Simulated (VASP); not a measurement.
**Ti: single point with LDA**

Ti:

```xyz
1
Lattice="-1.2735 1.2735 1.2735 1.2735 -1.2735 1.2735 1.2735 1.2735 -1.2735" Properties=species:S:1:pos:R:3 pbc="T T T"
Ti    0.0000    0.0000    0.0000
```

This cell differs from its parent crystal: volume scaled by 0.52.

```json
{
 "Program": "VASP 6.6.1",
 "Task": "single point",
 "Functional": "LDA",
 "Potentials or basis": "VASP PAW LDA potentials, release 64 (Ti_sv)",
 "Cutoff": "520 eV",
 "k mesh": "19 × 19 × 19",
 "Occupations": "fermi-dirac, width 0.08 eV",
 "Spin": "no spin polarisation"
}
```

| Quantity | Value |
| --- | --- |
| Pressure | 207.2 GPa |
| Band gap on the k mesh | zero (band 6 reaches 19.42 eV, above the bottom of band 7 at 16.73 eV) |

Levels at points of the mesh, in eV from the Fermi level:
```csv
k point,band 2,band 3,band 4,band 5,band 6,band 7,band 8,band 9,band 10,band 11
"(0.00, 0.00, 0.00)",-29.29,-29.29,-29.29,-5.13,1.02,1.02,1.02,5.08,5.08,23.09
```

Wall time 9.8 s on 1 thread of Intel(R) Xeon(R) Platinum 8259CL CPU @ 2.50GHz (Skylake/Cascade Lake), on a shared host, peak memory 0.13 GiB.
